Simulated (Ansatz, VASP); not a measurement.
**Two plane-wave programs on GaN**

```
Ga N
1.0
     0.00000    2.25350    2.25350
     2.25350    0.00000    2.25350
     2.25350    2.25350    0.00000
Ga N
1 1
Direct
  0.00000 0.00000 0.00000
  0.74608 0.75392 0.75000
```

Change from the starting cell: all N atoms moved +0.013 Å, as atom 2 along Cartesian [1 -1 0].

Alike in both runs: task single point; functional PBE; k mesh 10 × 10 × 10; occupations gaussian, width 0.05 eV; no spin polarisation.

|  | VASP | Ansatz |
| --- | --- | --- |
| version | VASP 6.6.1 | Ansatz 0.2.0 |
| potentials or method | VASP PAW PBE potentials, release 64 (Ga_d, N), cutoff 520 eV | scalar-relativistic, plane waves, PAW |
| valence electrons in the cell | 18 | 18 |

|  | VASP | Ansatz | Ansatz less VASP |
| --- | --- | --- | --- |
| gap on the k mesh at the Fermi level (eV) | 1.70 | 1.69 | -0.007 |
| least direct gap on the mesh (eV) | 1.70 | 1.69 | -0.007 |
| pressure (GPa) | 5.1 | 5.0 | -0.04 |
| traceless stress, the component that is largest in VASP (GPa) | -0.52 | -0.54 | -0.012 |
| rms of the force components (eV/Å) | 0.088 | 0.090 | +0.0013 |

Atom by atom the forces differ by 0.001 eV/Å (rms over components).
